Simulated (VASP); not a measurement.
Crystal: BN.

```
CELL_PARAMETERS angstrom
0.00000 1.81300 1.81300
1.81300 0.00000 1.81300
1.81300 1.81300 0.00000
ATOMIC_POSITIONS crystal
N 0.27362 0.25072 0.18539
B 0.03192 0.97032 0.98778
```

This cell differs from its parent crystal: atoms moved at random.

```yaml
Program: VASP 6.6.1
Task: relaxation of the atoms
Functional: SVWN5
Potentials_or_basis: VASP PAW PBE potentials, release 64 (N, B)
Cutoff: 520 eV
k_mesh: 10 × 10 × 10
Occupations: methfessel-paxton, width 0.025 eV
Spin: no spin polarisation
```

At the start: pressure -9.6 GPa; volume 5.96 Å³/atom.

**Question.** How do energy, volume and symmetry change on relaxing?

**Answer.** Over 7 steps the energy falls by 80.9 meV/atom at a fixed cell; space group R3m (No. 160, to 0.1 Å) before, F-43m (No. 216, to 0.1 Å).

Step by step:
```tsv
step	energy change (eV)	largest force (eV/Å)	pressure (GPa)
1	0.0000	2.4961	-9.59
2	0.0073	2.7894	-9.39
3	-0.1570	0.4790	-13.43
4	-0.1555	0.5418	-13.40
5	-0.1616	0.0749	-13.55
6	-0.1616	0.0609	-13.55
7	-0.1617	0.0024	-13.55
```

Final structure:
```
N B
1.0
     0.00000    1.81300    1.81300
     1.81300    0.00000    1.81300
     1.81300    1.81300    0.00000
N B
1 1
Direct
  0.27779 0.23552 0.21157
  0.02774 0.98552 0.96160
```

Caveat: the cell differs from its parent crystal (atoms moved at random); the PAW data sets were made with another functional, which shifts forces and pressure a little.
